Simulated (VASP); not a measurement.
Set up this calculation in VASP 6.6.1, as the native input.

* Task: G0W0 quasiparticle levels
* Functional: PBE
* Potentials or basis: VASP PAW PBE potentials, release 64 (Cd_GW, S_GW)
* Cutoff: 500 eV
* k mesh: 6 × 6 × 2
* Occupations: gaussian, width 0.01 eV
* Spin: no spin polarisation
* Dipole correction: no
* GW scheme: G0W0
* GW iterations: 1
* Cutoff of the response function: 150
* Frequency points: 48
* Empty bands: 436
* Further INCAR settings: ALGO = EVGW0; EDIFF = 1e-08; NBANDS = 454

CdS:

```
CELL_PARAMETERS angstrom
4.20625 0.00000 0.00000
-2.10312 3.64272 0.00000
0.00000 0.00000 6.83367
ATOMIC_POSITIONS crystal
Cd 0.33333 0.66667 0.99904
Cd 0.66667 0.33333 0.49904
S 0.33333 0.66667 0.37596
S 0.66667 0.33333 0.87596
```

The input as run:

POSCAR

```
CdS
1.0
    4.2062472956      0.0000000000      0.0000000000
   -2.1031236478      3.6427170126      0.0000000000
    0.0000000000      0.0000000000      6.8336705949
Cd S
2 2
Direct
    0.3333333333      0.6666666667     -0.0009631164
    0.6666666667      0.3333333333      0.4990368836
    0.3333333333      0.6666666667      0.3759631164
    0.6666666667      0.3333333333      0.8759631164
```

INCAR.step1

```
SYSTEM = CdS
ALGO = Normal ; EDIFF = 1E-8
ENCUT = 500 ; GGA = PE
ISMEAR = 0 ; LASPH = .True.
LCHARG = .False. ; LREAL = .False.
LWAVE = .True. ; NELM = 80
PREC = Accurate ; SIGMA = 0.01
```

INCAR.step2

```
SYSTEM = CdS
ALGO = Exact ; EDIFF = 1E-8
ENCUT = 500 ; GGA = PE
ISMEAR = 0 ; ISTART = 1
LASPH = .True. ; LCHARG = .False.
LOPTICS = .True. ; LREAL = .False.
LWAVE = .True. ; NBANDS = 454
NELM = 1 ; PREC = Accurate
SIGMA = 0.01
```

INCAR.step3

```
SYSTEM = CdS
ALGO = EVGW0 ; EDIFF = 1E-8
ENCUT = 500 ; ENCUTGW = 150.0
GGA = PE ; ISMEAR = 0
ISTART = 1 ; LASPH = .True.
LCHARG = .False. ; LREAL = .False.
LWAVE = .False. ; NBANDS = 454
NBANDSGW = 26 ; NELMGW = 1
NOMEGA = 48 ; PREC = Accurate
PRECFOCK = Fast ; SIGMA = 0.01
```

KPOINTS

```
k-points
0
Gamma
  6 6 2
  0 0 0
```

Potentials or basis: VASP PAW PBE potentials, release 64 (Cd_GW, S_GW).

Launch:

```console
$ cat potpaw_PBE.64/Cd_GW/POTCAR potpaw_PBE.64/S_GW/POTCAR > POTCAR
$ cp INCAR.step1 INCAR
$ mpirun -np 1 vasp_std > vasp.out
$ cp INCAR.step2 INCAR
$ mpirun -np 1 vasp_std > vasp.out
$ cp INCAR.step3 INCAR
$ mpirun -np 1 vasp_std > vasp.out
```

It gave:

The quasiparticle gap is 1.92 eV. The least direct quasiparticle gap is 1.92 eV and the band gap of the starting levels on the mesh is 1.10 eV. The least direct gap of the starting levels on the mesh is 1.10 eV.

Caveat: the k points lie up to 0.46 Å⁻¹ apart; bands, screening cutoff and mesh are small and nothing is extrapolated, so the quasiparticle values aren't converged.

Wall time 2.8 h on 1 thread of Intel Xeon 8259CL, on a shared host, peak memory 2.5 GiB.
